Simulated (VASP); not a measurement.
**CdTe: G0W0 quasiparticle levels with LDA**

Crystal: CdTe.

```
CELL_PARAMETERS angstrom
0.00000 3.27996 3.27996
3.27996 0.00000 3.27996
3.27996 3.27996 0.00000
ATOMIC_POSITIONS crystal
Cd 0.00000 0.00000 0.00000
Te 0.25000 0.25000 0.25000
```

```
Program                         : VASP 6.6.1
Task                            : G0W0 quasiparticle levels
Functional                      : LDA
Potentials or basis             : VASP PAW LDA potentials, release 64 (Cd_GW, Te_GW)
Cutoff                          : 500 eV
k mesh                          : 2 × 2 × 2
Occupations                     : gaussian, width 0.01 eV
Spin                            : no spin polarisation
Dipole correction               : no
GW scheme                       : G0W0
GW iterations                   : 1
Cutoff of the response function : 60
Frequency points                : 48
Empty bands                     : 90
Further INCAR settings          : ALGO = EVGW0; EDIFF = 1e-08; NBANDS = 99
```

```
Band gap on the k mesh, mean-field level : 0.25 eV, direct
Quasiparticle gap                        : 1.01 eV
Least direct quasiparticle gap           : 1.01 eV
```

Levels at points of the mesh, in eV from the valence-band top:
```tsv
k point	band 7	band 8	band 9	band 10	band 11	band 12
(0.00, 0.00, 0.00)	0.00	0.00	0.00	0.25	4.30	4.30
(0.50, 0.00, 0.00)	-4.45	-0.76	-0.76	1.42	4.90	4.90
(0.50, 0.50, 0.00)	-4.38	-1.83	-1.83	2.28	2.37	8.36
```

It took 2.2 min on 1 thread of AMD EPYC 7R13 Processor (Zen 3), with other jobs on the host, peak memory 0.57 GiB.

Caveat: the k points lie up to 0.83 Å⁻¹ apart; bands, screening cutoff and mesh are small and nothing is extrapolated, so the quasiparticle values aren't converged; spin-orbit coupling is left out, which moves the levels of the heavy elements.
